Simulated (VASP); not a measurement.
# AlSi23HO48 (a cell with a defect) in VASP: notebook, part 2 of 2

VASP 6.6.1. The steps go on from the part before.

## (4) Single point, PBE

The input, INCAR:

```
  PREC = Accurate
  ENCUT = 520
  EDIFF = 1E-6
  ISMEAR = 0
  SIGMA = 0.02
  LREAL = Auto
  LASPH = T
  NELM = 100
  ALGO = Normal
  ISIF = 2
  LWAVE = F
  LCHARG = T
  GGA = PE
  LELF = T
  LVHAR = T
  NBANDS = 234
```

The input, KPOINTS:

```
Automatic mesh
0
Gamma
  1 1 1
```

The input, POSCAR:

```
AlSi23HO48
1.0
    9.8316000000      0.0000000000      0.0000000000
   -4.9158000000      8.5144150000      0.0000000000
    0.0000000000      0.0000000000     10.8182000000
Si O Al H
23 48 1 1
Direct
    0.2707910000      0.0001523800      0.1602280000
    0.0031078000      0.2738780000      0.3372560000
    0.2257670000      0.2327160000      0.0010558000
    0.2662600000      0.9963501000      0.6615830000
    0.9973292000      0.2695350000      0.8371510000
    0.2324570000      0.2240680000      0.4965950000
    0.2683800000      0.5020170000      0.1688810000
    0.0046040000      0.7704050000      0.3332450000
    0.2307490000      0.7280770000      0.9952677000
    0.9983032000      0.7660620000      0.8316270000
    0.2377440000      0.7355440000      0.4972600000
    0.7690230000      0.0099828000      0.1657910000
    0.4987680000      0.2630270000      0.3282030000
    0.7271050000      0.2349560000      0.9983316000
    0.7699370000      0.0028498000      0.6656050000
    0.4897170000      0.2690740000      0.8299280000
    0.7308480000      0.2336040000      0.5005640000
    0.7687620000      0.5019070000      0.1691910000
    0.5008740000      0.7728650000      0.3307920000
    0.7444360000      0.7446600000      0.0064547000
    0.7574780000      0.5006330000      0.6641390000
    0.5087570000      0.7701700000      0.8400500000
    0.7367760000      0.7400850000      0.4952760000
    0.0669990000      0.2014560000      0.4423840000
    0.2933680000      0.3635730000      0.1109120000
    0.1424440000      0.4380810000      0.2816240000
    0.2047280000      0.0687820000      0.0535790000
    0.3563660000      0.2834140000      0.3811320000
    0.4374350000      0.1364230000      0.2151890000
    0.0572690000      0.2009390000      0.9500830000
    0.3010870000      0.3461210000      0.6088230000
    0.1344440000      0.4335340000      0.7872490000
    0.2007330000      0.0538050000      0.5466670000
    0.3529940000      0.2961840000      0.8878520000
    0.4270900000      0.1377590000      0.7214780000
    0.0715580000      0.7136130000      0.4468100000
    0.3013150000      0.8671760000      0.0981760000
    0.1415890000      0.9302960000      0.2706040000
    0.2028910000      0.5674830000      0.0590350000
    0.3642020000      0.8036030000      0.3831170000
    0.4353540000      0.6407000000      0.2216290000
    0.0661520000      0.7023680000      0.9406990000
    0.3041460000      0.8641220000      0.6100360000
    0.1352720000      0.9272650000      0.7715610000
    0.2152660000      0.5737100000      0.5473820000
    0.3559620000      0.7787600000      0.8802220000
    0.4552200000      0.6206830000      0.7368980000
    0.5674600000      0.2010270000      0.4380930000
    0.7921120000      0.3639660000      0.1091680000
    0.6354010000      0.4319020000      0.2765330000
    0.6982380000      0.0688910000      0.0545700000
    0.8699110000      0.3055760000      0.3976290000
    0.9302700000      0.1514330000      0.2220930000
    0.5657320000      0.2155110000      0.9399210000
    0.7780370000      0.3568910000      0.6150950000
    0.6163690000      0.4405850000      0.7689160000
    0.7068080000      0.0694810000      0.5556000000
    0.8542380000      0.2926750000      0.8876010000
    0.9311320000      0.1375530000      0.7265500000
    0.5713950000      0.7143480000      0.4420600000
    0.8084990000      0.8785630000      0.1125620000
    0.6388960000      0.9375190000      0.2749870000
    0.7126420000      0.5782480000      0.0609500000
    0.8670440000      0.8013900000      0.3856450000
    0.9344440000      0.6342550000      0.2273320000
    0.5771530000      0.7178900000      0.9544130000
    0.7978400000      0.8654860000      0.6093110000
    0.6340290000      0.9297530000      0.7728060000
    0.7053340000      0.5729530000      0.5507980000
    0.8663110000      0.8003780000      0.8909460000
    0.9205510000      0.6317050000      0.7255820000
    0.2600150000      0.4856160000      0.6635380000
    0.5244050900      0.5489280200      0.7511845100
```

The run is started by

```
cat potpaw_PBE.64/Si/POTCAR potpaw_PBE.64/O/POTCAR potpaw_PBE.64/Al/POTCAR potpaw_PBE.64/H/POTCAR > POTCAR
mpirun -np 1 vasp_gam > vasp.out
```

Wall time 6.4 min (1 thread of AMD EPYC 7R43 (Zen 3), shared host); peak memory 0.93 GiB.

Results (log left out):

| Item | Value |
| --- | --- |
| Free energy | -569.7603 eV |
| Pressure | 2.5 GPa |
| Largest force | 3.363 eV/Å |
| Band gap on the k mesh | 5.24 eV |

Forces in eV/Å, atoms in the order of the input:
```
Si   0.021 -0.036  0.004
Si   0.024  0.021  0.001
Si  -0.061 -0.006  0.051
Si  -0.009 -0.081 -0.047
Si   0.037  0.025 -0.056
Si  -0.043  0.009 -0.002
Si  -0.002  0.029 -0.015
Si   0.002  0.022  0.000
Si   0.099  0.000 -0.092
Si   0.033  0.075  0.084
Si   0.046 -0.045  0.027
Si   0.018 -0.025 -0.002
Si  -0.027  0.010 -0.010
Si   0.094 -0.042  0.058
Si  -0.050 -0.087  0.092
Si  -0.208 -0.541  0.258
Si   0.036 -0.103 -0.063
Si   0.013  0.017  0.010
Si   0.005 -0.009  0.018
Si  -0.158  0.026 -0.008
Si   0.413  0.231 -0.444
Si   0.103 -0.542 -0.452
Si  -0.105  0.082  0.008
O    0.000  0.004 -0.005
O    0.006 -0.028 -0.023
O   -0.001 -0.014  0.000
O    0.010  0.020 -0.010
O    0.011 -0.010  0.000
O    0.001  0.014  0.006
O    0.009 -0.004  0.002
O    0.027 -0.079 -0.030
O   -0.060 -0.043  0.007
O    0.020 -0.005  0.008
O    0.123  0.024 -0.065
O    0.040  0.145  0.052
O   -0.011  0.010 -0.004
O   -0.032  0.017  0.018
O    0.005 -0.005 -0.007
O    0.005 -0.014  0.030
O   -0.015  0.000 -0.001
O   -0.006  0.000  0.006
O   -0.050  0.007 -0.025
O   -0.034  0.030  0.001
O    0.016  0.001 -0.016
O   -0.045 -0.022 -0.037
O   -0.151  0.046  0.137
O    2.882 -1.664  0.485
O    0.005  0.025  0.015
O   -0.024 -0.012 -0.022
O    0.013 -0.004  0.001
O   -0.014  0.034 -0.008
O   -0.028 -0.001  0.024
O   -0.013  0.011  0.008
O   -0.051  0.094 -0.112
O   -0.108  0.064  0.122
O   -0.544  0.417  0.002
O   -0.013  0.055 -0.023
O   -0.050 -0.005  0.012
O   -0.001  0.025  0.018
O    0.023  0.011 -0.026
O    0.007  0.011  0.014
O    0.008  0.003 -0.008
O    0.033 -0.030  0.000
O    0.007 -0.030  0.009
O   -0.015  0.003  0.004
O    0.142  0.048  0.178
O    0.034 -0.018 -0.043
O    0.065  0.168 -0.040
O    0.049 -0.095  0.117
O    0.039 -0.031 -0.024
O   -0.096 -0.099 -0.008
Al   0.346  0.300  0.226
H   -2.846  1.596 -0.383
```

Stress tensor (GPa, compression positive):
```
 1.72  0.56 -0.24
 0.56  2.78 -0.20
-0.24 -0.20  3.10
```

Levels at points of the mesh, in eV from the valence-band top:
| k point | band 188 | band 189 | band 190 | band 191 | band 192 | band 193 | band 194 | band 195 | band 196 | band 197 |
| --- | --- | --- | --- | --- | --- | --- | --- | --- | --- | --- |
| (0.00, 0.00, 0.00) | -0.49 | -0.42 | -0.36 | -0.23 | 0.00 | 5.24 | 6.63 | 7.36 | 7.56 | 7.67 |

Caveat: the k points lie up to 0.74 Å⁻¹ apart.

## (5) Single point, PBE

The input, INCAR:

```
ALGO = Normal ; EDIFF = 1E-6
ENCUT = 520 ; GGA = PE
ISIF = 2 ; ISMEAR = 0
LASPH = True ; LCHARG = True
LELF = True ; LREAL = Auto
LVHAR = True ; LWAVE = False
NBANDS = 234 ; NELM = 80
PREC = Accurate ; SIGMA = 0.02
```

The input, KPOINTS:

```
k-points
0
Gamma
  1 1 1
```

POSCAR: that of step 4 with these lines changed.

```diff
@@ -80,2 +80,2 @@
     0.2600150000      0.4856160000      0.6635380000
-    0.5244050900      0.5489280200      0.7511845100
+    0.5312664200      0.5418118300      0.7526013500
```

The run is started by

```
cat potpaw_PBE.64/Si/POTCAR potpaw_PBE.64/O/POTCAR potpaw_PBE.64/Al/POTCAR potpaw_PBE.64/H/POTCAR > POTCAR
mpirun -np 1 vasp_gam > vasp.out
```

Wall time 6.5 min (1 thread of AMD EPYC 7R43 (Zen 3), shared host); peak memory 0.94 GiB.

It converged, with:

| Quantity | Value |
| --- | --- |
| Free energy | -569.3778 eV |
| Pressure | 2.5 GPa |
| Largest force | 3.224 eV/Å |
| Band gap on the k mesh | 5.11 eV |

Forces in eV/Å, atoms in the order of the input:
```
Si   0.028 -0.059  0.008
Si   0.045  0.024  0.002
Si  -0.107 -0.004  0.088
Si  -0.026 -0.144 -0.095
Si   0.077  0.058 -0.098
Si  -0.060  0.035  0.020
Si  -0.010  0.050 -0.025
Si   0.010  0.027  0.003
Si   0.172  0.010 -0.149
Si   0.055  0.128  0.146
Si   0.090 -0.084  0.051
Si   0.021 -0.042  0.000
Si  -0.046  0.009 -0.017
Si   0.174 -0.063  0.098
Si  -0.085 -0.148  0.155
Si  -0.374 -0.959  0.458
Si   0.064 -0.174 -0.118
Si   0.017  0.030  0.023
Si   0.004 -0.021  0.031
Si  -0.261  0.053 -0.018
Si   0.710  0.415 -0.790
Si   0.161 -0.908 -0.770
Si  -0.177  0.146  0.018
O   -0.006  0.000 -0.013
O    0.017 -0.042 -0.033
O   -0.005 -0.021  0.000
O    0.012  0.031 -0.022
O    0.025 -0.013 -0.009
O    0.005  0.021  0.005
O    0.023 -0.011  0.011
O    0.052 -0.154 -0.070
O   -0.122 -0.104  0.033
O    0.032 -0.012  0.018
O    0.220  0.046 -0.122
O    0.078  0.256  0.091
O   -0.030  0.012 -0.010
O   -0.047  0.034  0.036
O    0.003 -0.002 -0.008
O   -0.001 -0.026  0.046
O   -0.018  0.008 -0.009
O   -0.006 -0.003  0.008
O   -0.085  0.002 -0.041
O   -0.056  0.063  0.011
O    0.018  0.002 -0.019
O   -0.095 -0.015 -0.086
O   -0.251  0.087  0.230
O    2.775 -1.548  0.543
O    0.012  0.034  0.031
O   -0.032 -0.018 -0.035
O    0.016 -0.004  0.001
O   -0.029  0.054 -0.017
O   -0.049  0.004  0.041
O   -0.016  0.014  0.008
O   -0.092  0.156 -0.192
O   -0.184  0.117  0.219
O   -0.992  0.763  0.006
O   -0.029  0.090 -0.040
O   -0.095 -0.002  0.021
O    0.002  0.031  0.018
O    0.041  0.010 -0.039
O    0.020  0.019  0.023
O    0.010  0.012 -0.013
O    0.047 -0.052 -0.008
O    0.011 -0.042  0.013
O   -0.020 -0.004  0.000
O    0.226  0.074  0.292
O    0.062 -0.025 -0.067
O    0.100  0.282 -0.053
O    0.083 -0.176  0.203
O    0.067 -0.047 -0.045
O   -0.157 -0.180 -0.018
Al   0.560  0.501  0.368
H   -2.585  1.395 -0.333
```

Stress tensor (GPa, compression positive):
```
 1.58  0.66 -0.31
 0.66  2.75 -0.27
-0.31 -0.27  3.10
```

Levels at points of the mesh, in eV from the valence-band top:
| k point | band 188 | band 189 | band 190 | band 191 | band 192 | band 193 | band 194 | band 195 | band 196 | band 197 |
| --- | --- | --- | --- | --- | --- | --- | --- | --- | --- | --- |
| (0.00, 0.00, 0.00) | -0.51 | -0.44 | -0.37 | -0.23 | 0.00 | 5.11 | 6.25 | 7.32 | 7.50 | 7.61 |

Caveat: the k points lie up to 0.74 Å⁻¹ apart.

## (6) The runs side by side

```tsv
cell	gap on the mesh (eV)	pressure (GPa)	largest force (eV/Å)
as given, atomic positions A	5.37	2.8	1.10
as given, atomic positions B	5.32	2.6	2.67
as given, atomic positions C	5.24	2.5	3.36
as given, atomic positions D	5.11	2.5	3.22
```

Alike in all rows: task single point; level PBE; potentials or basis VASP PAW PBE potentials, release 64 (Si, O, Al, H); no spin polarisation; k mesh 1 × 1 × 1; cutoff (eV) 520; smearing gaussian 0.02 eV.

Caveats: all runs use coarse meshes.

Total energies depend on the potentials used, so only differences within one code and one set of settings carry meaning.
